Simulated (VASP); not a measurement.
# GaAs (k06) (F-43m) in VASP: single point with PBEsol

Aim: the single point of GaAs (k06) with PBEsol.

Program: VASP 6.6.1. These are calculated values, not measurements. Logs are shortened: lines on timing, memory, paths and dates and some standing lists are left out, and cuts for length are marked.

### 1 The cell of the first run

Symmetry: F-43m, No. 216, cubic system. The conventional cell has a = 5.660 Å, b = 5.660 Å, c = 5.660 Å, α = 90.00°, β = 90.00°, γ = 90.00°. Within 3.2 Å of Ga (site symmetry -43m) lie 4 As at 2.45 Å. Within 3.2 Å of As (site symmetry -43m) lie 4 Ga at 2.45 Å.

### 2 Single point, PBEsol

INCAR

```
SYSTEM = GaAs
PREC = Accurate
ENCUT = 520
EDIFF = 1E-7
ISMEAR = 0
SIGMA = 0.01
LREAL = .False.
LASPH = .True.
NELM = 80
ALGO = Normal
ISIF = 2
LWAVE = .False.
LCHARG = .False.
GGA = PS
NBANDS = 16
```

KPOINTS

```
Automatic mesh
0
Gamma
  16 16 16
  0 0 0
```

POSCAR

```
GaAs
1.0
    0.0000000000      2.8297573507      2.8297573507
    2.8297573507      0.0000000000      2.8297573507
    2.8297573507      2.8297573507      0.0000000000
Ga As
1 1
Direct
    0.0000000000      0.0000000000      0.0000000000
    0.7500000000      0.7500000000      0.7500000000
```

Potentials or basis: VASP PAW PBE potentials, release 64 (Ga_d, As).

Run with:

```
$ cat potpaw_PBE.64/Ga_d/POTCAR potpaw_PBE.64/As/POTCAR > POTCAR
$ mpirun -np 1 vasp_std > vasp.out
```

OUTCAR:

```text
SYSTEM = GaAs
   PREC = Accurate
   ENCUT = 520
   EDIFF = 1E-7
   ISMEAR = 0
   LREAL = .False.
   LASPH = .True.
   NELM = 80
   ISIF = 2
   GGA = PS

 ion  position               nearest neighbor table
   1  0.000  0.000  0.000-   2 2.45   2 2.45   2 2.45   2 2.45
   2  0.750  0.750  0.750-   1 2.45   1 2.45   1 2.45   1 2.45

  LATTYP: Found a face centered cubic cell.
 ALAT       =     5.6595147014

  Lattice vectors:

 A1 = (   0.0000000000,   2.8297573507,   2.8297573507)
 A2 = (   2.8297573507,   0.0000000000,   2.8297573507)
 A3 = (   2.8297573507,   2.8297573507,   0.0000000000)

Analysis of symmetry for initial positions (statically):
=====================================================================
 Subroutine PRICEL returns:
 Original cell was already a primitive cell.

 Routine SETGRP: Setting up the symmetry group for a
 face centered cubic supercell.

 Subroutine GETGRP returns: Found 24 space group operations
 (whereof 24 operations were pure point group operations)
 out of a pool of 48 trial point group operations.

The static configuration has the point symmetry T_d .

Analysis of symmetry for dynamics (positions and initial velocities):
=====================================================================
 Subroutine PRICEL returns:
 Original cell was already a primitive cell.

 Routine SETGRP: Setting up the symmetry group for a
 face centered cubic supercell.

 Subroutine GETGRP returns: Found 24 space group operations
 (whereof 24 operations were pure point group operations)
 out of a pool of 48 trial point group operations.

The dynamic configuration has the point symmetry T_d .

 Subroutine INISYM returns: Found 24 space group operations
 (whereof 24 operations are pure point group operations),
 and found     1 'primitive' translations

----------------------------------------------------------------------------------------

                                     Primitive cell

  volume of cell :      45.3187

  direct lattice vectors                    reciprocal lattice vectors
     0.000000000  2.829757351  2.829757351    -0.176693595  0.176693595  0.176693595
     2.829757351  0.000000000  2.829757351     0.176693595 -0.176693595  0.176693595
     2.829757351  2.829757351  0.000000000     0.176693595  0.176693595 -0.176693595

  length of vectors
     4.001881224  4.001881224  4.001881224     0.306042284  0.306042284  0.306042284

  position of ions in fractional coordinates (direct lattice)
     0.000000000  0.000000000  0.000000000
     0.750000000  0.750000000  0.750000000

  ion indices of the primitive-cell ions
   primitive index   ion index
                 1           1
                 2           2

----------------------------------------------------------------------------------------

 KPOINTS: Automatic mesh

Automatic generation of k-mesh.
 Grid dimensions read from file:
 generate k-points for:   16   16   16

 Generating k-lattice:

  Cartesian coordinates                     Fractional coordinates (reciprocal lattice)
    -0.011043350  0.011043350  0.011043350     0.062500000  0.000000000  0.000000000
     0.011043350 -0.011043350  0.011043350     0.000000000  0.062500000  0.000000000
     0.011043350  0.011043350 -0.011043350     0.000000000  0.000000000  0.062500000

  Length of vectors
     0.019127643  0.019127643  0.019127643

  Shift w.r.t. Gamma in fractional coordinates (k-lattice)
     0.000000000  0.000000000  0.000000000

 Subroutine IBZKPT returns following result:
 ===========================================

 Found    145 irreducible k-points:

 Following reciprocal coordinates:
            Coordinates               Weight
  0.000000  0.000000  0.000000      1.000000
  0.062500  0.000000  0.000000      8.000000
  0.125000  0.000000  0.000000      8.000000
  0.187500  0.000000  0.000000      8.000000
  0.250000  0.000000  0.000000      8.000000
  0.312500  0.000000  0.000000      8.000000
[... 16 lines left out ...]
 -0.125000  0.062500  0.000000     24.000000
 -0.062500  0.062500  0.000000     12.000000
 [... further k-points ...]
   k-points           NKPTS =    145   k-points in BZ     NKDIM =    145   number of bands    NBANDS=     16
   number of dos      NEDOS =    301   number of ions     NIONS =      2
   total plane-waves  NPLWV =  27000
   dimension x,y,z NGX =    30 NGY =   30 NGZ =   30
   dimension x,y,z NGXF=    60 NGYF=   60 NGZF=   60
   ions per type =               1   1
   NGX,Y,Z   is equivalent  to a cutoff of  12.46, 12.46, 12.46 a.u.
   NGXF,Y,Z  is equivalent  to a cutoff of  24.93, 24.93, 24.93 a.u.
 SYSTEM =  GaAs
   PREC   = accura    normal or accurate (medium, high low for compatibility)
   ISTART =      0    job   : 0-new  1-cont  2-samecut
   ICHARG =      2    charge: 1-file 2-atom 10-const
   ISPIN  =      1    spin polarized calculation?
   LNONCOLLINEAR =      F non collinear calculations
   LSORBIT =      F    spin-orbit coupling
   LASPH  =      T    aspherical Exc in radial PAW
   ENCUT  =  520.0 eV  38.22 Ry    6.18 a.u.   7.44  7.44  7.44*2*pi/ulx,y,z
   NELM   =     80;   NELMIN=  2; NELMDL= -5     # of ELM steps
   EDIFF  = 0.1E-06   stopping-criterion for ELM
   LREAL  =      F    real-space projection
   EDIFFG = 0.1E-05   stopping-criterion for IOM
   NSW    =      0    number of steps for IOM
   IBRION =     -1    ionic relax: 0-MD 1-quasi-New 2-CG
   NFREE  =      0    steps in history (QN), initial steepest desc. (CG)
   ISIF   =      2    stress and relaxation
   ISYM   =      2    0-nonsym 1-usesym 2-fastsym
   POTIM  = 0.5000    time-step for ionic-motion
   TEBEG  =    0.0;   TEEND  =   0.0 temperature during run
   PSTRESS=    0.0 pullay stress
   NELECT =      18.0000    total number of electrons
   NUPDOWN=      -1.0000    fix difference up-down
   EMIN   =  10.00;   EMAX   =-10.00  energy-range for DOS
   EFERMI =   0.00;   METHOD = LEGACY
   ISMEAR =     0;   SIGMA  =   0.01  broadening in eV -4-tet -1-fermi 0-gaus
   EFERMI_NEDOS =   21; number of points for ismear=-14 and -15
   IALGO  =     38    algorithm
   IMIX   =      4    mixing-type and parameters
     AMIX     =   0.40;   BMIX     =  1.00
     AMIX_MAG =   1.60;   BMIX_MAG =  1.00
  volume/ion in A,a.u.               =      22.66       152.91
  Fermi-wavevector in a.u.,A,eV,Ry     =   1.203390  2.274078 19.703249  1.448148
  Thomas-Fermi vector in A             =   2.339145
   LORBIT       =      0    0 simple, 1 ext, 2 COOP (PROOUT), +10 PAW based schemes
   GGA     = PS    functional components
   LHFCALC =     F    Hartree Fock is set to
   AEXX    =    0.0000 exact exchange contribution
   IVDW    =     0    specifies the selected vdW correction
   LEPSILON=     F    determine dielectric tensor
   LRPA    =     F    only Hartree local field effects (RPA)
 non-spin polarized calculation
 Gauss-broadening in eV      SIGMA  =   0.01
  energy-cutoff  :      520.00
  volume of cell :       45.32
 maximum number of plane-waves:      1243
 NGX is ok and might be reduce to    30
   NGX = 15   NGY = 15   NGZ = 15

 number of electron      17.9999993 magnetization

 Free energy of the ion-electron system (eV)
  ---------------------------------------------------
  ext. energy  EPLUGINS =         0.00000000
  ---------------------------------------------------
  free energy    TOTEN  =        -9.09292745 eV

  energy without entropy =       -9.09292745  energy(sigma->0) =       -9.09292745

 E-fermi :   3.8494     XC(G=0):  -9.7596

 val. band max:        3.7741735616   @ k =   0.0000   0.0000   0.0000
 cond. band min:       4.2075698700   @ k =   0.0000   0.0000   0.0000
 fundamental gap:      0.4333963085
 Fermi energy:         3.8493955710

 k-point     1 :       0.0000    0.0000    0.0000
  band No.  band energies     occupation
      1     -10.9928      2.00000
      2     -10.9928      2.00000
      3     -10.9928      2.00000
      4     -10.9134      2.00000
      5     -10.9134      2.00000
      6      -8.9558      2.00000
[... 8 lines left out ...]
     15      13.8765      0.00000
     16      13.8765      0.00000

 k-point     2 :       0.0625    0.0000    0.0000
  band No.  band energies     occupation
      1     -10.9964      2.00000
      2     -10.9918      2.00000
      3     -10.9918      2.00000
      4     -10.9135      2.00000
      5     -10.9135      2.00000
      6      -8.9096      2.00000
[... 8 lines left out ...]
     15      13.4981      0.00000
     16      13.4981      0.00000

 k-point     3 :       0.1250    0.0000    0.0000
  band No.  band energies     occupation
      1     -11.0065      2.00000
      2     -10.9892      2.00000
      3     -10.9892      2.00000
      4     -10.9136      2.00000
      5     -10.9136      2.00000
      6      -8.7730      2.00000
[... 8 lines left out ...]
     15      12.9850      0.00000
     16      12.9850      0.00000

 k-point     4 :       0.1875    0.0000    0.0000
  band No.  band energies     occupation
      1     -11.0207      2.00000
      2     -10.9855      2.00000
      3     -10.9855      2.00000
      4     -10.9136      2.00000
      5     -10.9136      2.00000
      6      -8.5531      2.00000
[... 8 lines left out ...]
     15      12.6918      0.00000
     16      12.6918      0.00000

 k-point     5 :       0.2500    0.0000    0.0000
  band No.  band energies     occupation
      1     -11.0364      2.00000
      2     -10.9815      2.00000
      3     -10.9815      2.00000
      4     -10.9131      2.00000
      5     -10.9131      2.00000
      6      -8.2624      2.00000
[... 8 lines left out ...]
     15      12.7373      0.00000
     16      12.7373      0.00000

 k-point     6 :       0.3125    0.0000    0.0000
  band No.  band energies     occupation
      1     -11.0512      2.00000
      2     -10.9780      2.00000
      3     -10.9780      2.00000
      4     -10.9122      2.00000
      5     -10.9122      2.00000
      6      -7.9237      2.00000
[... 8 lines left out ...]
     15      13.1598      0.00000
     16      13.1598      0.00000

 k-point     7 :       0.3750    0.0000    0.0000
  band No.  band energies     occupation
      1     -11.0631      2.00000
      2     -10.9754      2.00000
      3     -10.9754      2.00000
      4     -10.9111      2.00000
      5     -10.9111      2.00000
      6      -7.5780      2.00000
[... 8 lines left out ...]
     15      13.9035      0.00000
     16      13.9035      0.00000

 k-point     8 :       0.4375    0.0000    0.0000
  band No.  band energies     occupation
      1     -11.0708      2.00000
      2     -10.9739      2.00000
      3     -10.9739      2.00000
      4     -10.9100      2.00000
      5     -10.9100      2.00000
      6      -7.2989      2.00000
[... 8 lines left out ...]
     15      14.8535      0.00000
     16      14.8535      0.00000

 k-point     9 :       0.5000    0.0000    0.0000
  band No.  band energies     occupation
      1     -11.0734      2.00000
      2     -10.9734      2.00000
      3     -10.9734      2.00000
      4     -10.9096      2.00000
      5     -10.9096      2.00000
      6      -7.1872      2.00000
[... 8 lines left out ...]
     15      15.5739      0.00000
     16      15.5739      0.00000
[... 172 lines left out ...]
 k-point    19 :      -0.3750    0.0625    0.0000
  band No.  band energies     occupation
      1     -11.0671      2.00000
      2     -10.9741      2.00000
      3     -10.9737      2.00000
      4     -10.9119      2.00000
      5     -10.9102      2.00000
      6      -7.4399      2.00000
[... 8 lines left out ...]
     15      13.6158      0.00000
     16      15.1184      0.00000

 k-point    20 :      -0.3125    0.0625    0.0000
  band No.  band energies     occupation
      1     -11.0569      2.00000
      2     -10.9767      2.00000
      3     -10.9756      2.00000
      4     -10.9135      2.00000
      5     -10.9108      2.00000
      6      -7.7715      2.00000
[... 8 lines left out ...]
     15      12.8049      0.00000
     16      14.2707      0.00000

 k-point    21 :      -0.2500    0.0625    0.0000
  band No.  band energies     occupation
      1     -11.0434      2.00000
      2     -10.9802      2.00000
      3     -10.9784      2.00000
      4     -10.9146      2.00000
      5     -10.9116      2.00000
      6      -8.1166      2.00000
[... 8 lines left out ...]
     15      12.6469      0.00000
     16      13.6820      0.00000

 k-point    22 :      -0.1875    0.0625    0.0000
  band No.  band energies     occupation
      1     -11.0285      2.00000
      2     -10.9843      2.00000
      3     -10.9820      2.00000
      4     -10.9150      2.00000
      5     -10.9123      2.00000
      6      -8.4248      2.00000
[... 8 lines left out ...]
     15      12.6644      0.00000
     16      13.3815      0.00000

 k-point    23 :      -0.1250    0.0625    0.0000
  band No.  band energies     occupation
      1     -11.0141      2.00000
      2     -10.9881      2.00000
      3     -10.9859      2.00000
      4     -10.9147      2.00000
      5     -10.9127      2.00000
      6      -8.6688      2.00000
[... 8 lines left out ...]
     15      12.5086      0.00000
     16      13.0780      0.00000

 k-point    24 :      -0.0625    0.0625    0.0000
  band No.  band energies     occupation
      1     -11.0026      2.00000
      2     -10.9908      2.00000
      3     -10.9894      2.00000
      4     -10.9142      2.00000
      5     -10.9130      2.00000
      6      -8.8332      2.00000
[... 8 lines left out ...]
     15      12.8640      0.00000
     16      13.3637      0.00000

 [... further k-points ...]
[... 5 lines left out ...]
  --------------------------------------------------------------------------------------
  -------------------------------------------------------------------------------------
  Total        0.0430890      0.0430890      0.0430890     -0.0000000     -0.0000000      0.0000000
  in kB        1.5233493      1.5233493      1.5233493     -0.0000000     -0.0000000      0.0000000
  external PRESSURE =       1.5233493 kB  Pullay stress =       0.0000000 kB

 VOLUME and BASIS-vectors are now :
 -----------------------------------------------------------------------------
  energy-cutoff  :      520.00
  volume of cell :       45.32
      direct lattice vectors                 reciprocal lattice vectors
     0.000000000  2.829757351  2.829757351    -0.176693595  0.176693595  0.176693595
     2.829757351  0.000000000  2.829757351     0.176693595 -0.176693595  0.176693595
     2.829757351  2.829757351  0.000000000     0.176693595  0.176693595 -0.176693595

 POSITION                                       TOTAL-FORCE (eV/Angst)
 -----------------------------------------------------------------------------------
      0.00000      0.00000      0.00000         0.000000      0.000000      0.000000
      4.24464      4.24464      4.24464        -0.000000     -0.000000     -0.000000
 -----------------------------------------------------------------------------------
    total drift:                               -0.000000     -0.000000     -0.000000

  FREE ENERGIE OF THE ION-ELECTRON SYSTEM (eV)
  ---------------------------------------------------
  free  energy   TOTEN  =        -9.0929274510 eV

  energy  without entropy=       -9.0929274510  energy(sigma->0) =       -9.09292745
```

Wall time 75 s (1 thread of Intel Xeon Platinum 8488C (Sapphire Rapids), shared host); peak memory 0.25 GiB.

What came out:

| Item | Value |
| --- | --- |
| Free energy | -9.0929 eV |
| Pressure | 0.2 GPa |
| Band gap on the k mesh | 0.43 eV, direct |

Caveat: the PAW data sets were made with another functional, which shifts forces and pressure a little.
